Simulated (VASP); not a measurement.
Here is a VASP 6.6.1 calculation.

The input POSCAR:

```
MgO
1.0
   -4.2543812303      4.2543812303      4.2543812303
    4.2543812303     -4.2543812303      4.2543812303
    4.2543812303      4.2543812303     -4.2543812303
Mg O
16 16
Direct
    0.0000000000      0.0000000000      0.0000000000
    0.0000000000      0.2500000000      0.7500000000
    0.0000000000      0.5000000000      0.5000000000
    0.0000000000      0.7500000000      0.2500000000
    0.2500000000      0.0000000000      0.7500000000
    0.2500000000      0.2500000000      0.5000000000
    0.2500000000      0.5000000000      0.2500000000
    0.2500000000      0.7500000000      0.0000000000
    0.5000000000      0.0000000000      0.5000000000
    0.5000000000      0.2500000000      0.2500000000
    0.5000000000      0.5000000000      0.0000000000
    0.5000000000      0.7500000000      0.7500000000
    0.7500000000      0.0000000000      0.2500000000
    0.7500000000      0.2500000000      0.0000000000
    0.7500000000      0.5000000000      0.7500000000
    0.7500000000      0.7500000000      0.5000000000
    0.0000000000      0.0000000000      0.5000000000
    0.0000000000      0.2500000000      0.2500000000
    0.0000000000      0.5000000000      0.0000000000
    0.0000000000      0.7500000000      0.7500000000
    0.2500000000      0.0000000000      0.2500000000
    0.2500000000      0.2500000000      0.0000000000
    0.2500000000      0.5000000000      0.7500000000
    0.2500000000      0.7500000000      0.5000000000
    0.5000000000      0.0000000000      0.0000000000
    0.5000000000      0.2500000000      0.7500000000
    0.5000000000      0.5000000000      0.5000000000
    0.5000000000      0.7500000000      0.2500000000
    0.7500000000      0.0000000000      0.7500000000
    0.7500000000      0.2500000000      0.5000000000
    0.7500000000      0.5000000000      0.2500000000
    0.7500000000      0.7500000000      0.0000000000
```

INCAR.step1

```
SYSTEM = MgO
PREC     = Accurate       ! precision mode
ENCUT    = 520            ! plane-wave cutoff, eV
EDIFF    = 1E-5           ! SCF threshold, eV
ISMEAR   = 0              ! smearing method
SIGMA    = 0.01           ! smearing width, eV
LREAL    = Auto         
LASPH    = .TRUE.         ! aspherical terms in the spheres
NELM     = 60             ! most SCF steps
ALGO     = Normal         ! electronic algorithm
ISIF     = 2              ! what is computed and relaxed
LWAVE    = .TRUE.         ! write WAVECAR
LCHARG   = .FALSE.        ! write CHGCAR
GGA      = PE             ! functional
NBANDS   = 86             ! bands
```

The input INCAR.step2:

```
SYSTEM = MgO
PREC     = Accurate       ! precision mode
ENCUT    = 520            ! plane-wave cutoff, eV
EDIFF    = 1E-7           ! SCF threshold, eV
ISMEAR   = 0              ! smearing method
SIGMA    = 0.01           ! smearing width, eV
LREAL    = Auto         
LASPH    = .TRUE.         ! aspherical terms in the spheres
NELM     = 60             ! most SCF steps
ALGO     = Normal         ! electronic algorithm
ISIF     = 2              ! what is computed and relaxed
LWAVE    = .FALSE.        ! write WAVECAR
LCHARG   = .FALSE.        ! write CHGCAR
GGA      = PE             ! functional
LHFCALC  = .TRUE.         ! exact exchange
HFSCREEN = 0.2079         ! screening, 1/A
PRECFOCK = Fast         
ISTART   = 1            
NBANDS   = 86             ! bands
```

KPOINTS

```
Automatic mesh
0
Gamma
  1 1 1
  0.25 0.25 0.25
```

Potentials or basis: VASP PAW PBE potentials, release 64 (Mg, O).

Run with:

```sh
$ cat potpaw_PBE.64/Mg/POTCAR potpaw_PBE.64/O/POTCAR > POTCAR
$ cp INCAR.step1 INCAR
$ mpirun -np 1 vasp_std > vasp.out
$ cp INCAR.step2 INCAR
$ mpirun -np 1 vasp_std > vasp.out
```

(1) Predict the band gap on the k mesh.

(2) What does it give for the pressure?

## Answers

(1) 8.96 eV.

(2) -6.4 GPa.

Caveat: the k points lie up to 1.04 Å⁻¹ apart; the PAW data sets were made with another functional, which shifts forces and pressure a little.
